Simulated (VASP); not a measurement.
Wanted: the native input for a VASP 6.6.1 run.

* Task: dielectric tensor
* Functional: r2SCAN
* Potentials or basis: VASP PAW PBE potentials, release 64 (Ga_d, N)
* Cutoff: 520 eV
* k mesh: 8 × 8 × 8
* Occupations: gaussian, width 0.01 eV
* Spin: no spin polarisation
* Dipole correction: no
* Further INCAR settings: ALGO = Normal; EDIFF = 1e-08

The structure of GaN lies in POSCAR:

```
GaN
1.0
   -0.0841429794      2.2547676633      2.2547676633
    2.2547676633     -0.0841429794      2.2547676633
    2.2547676633      2.2547676633     -0.0841429794
Ga N
1 1
Direct
   -0.0022964890     -0.0022964890     -0.0022964890
    0.2522964890      0.2522964890      0.2522964890
```

This cell differs from its parent crystal: epitaxial 111 strain +4.0%.

These files were run (other wordings do the same):

INCAR

```
ALGO = Normal
EDIFF = 1E-8
ENCUT = 520
ISIF = 2
ISMEAR = 0
LASPH = T
LCALCEPS = T
LCHARG = F
LMIXTAU = T
LREAL = F
LWAVE = F
METAGGA = R2SCAN
NELM = 100
PREC = Accurate
SIGMA = 0.01
```

KPOINTS

```
k-points
0
Gamma
  8 8 8
```

Potentials or basis: VASP PAW PBE potentials, release 64 (Ga_d, N).

Launch:

```bash
$ cat potpaw_PBE.64/Ga_d/POTCAR potpaw_PBE.64/N/POTCAR > POTCAR
$ mpirun -np 1 vasp_std > vasp.out
```

It gave:

```json
{
 "Band gap on the k mesh": "1.49 eV",
 "Electronic dielectric tensor (diagonal)": "5.79",
 "Born charges (mean of the diagonal)": "Ga +2.71; N -2.71 e"
}
```

Caveat: the cell differs from its parent crystal (epitaxial 111 strain +4.0%).

Run time: 14 min on 1 thread of Intel(R) Xeon(R) 6975P-C (Granite Rapids) (shared host), peak memory 0.32 GiB.
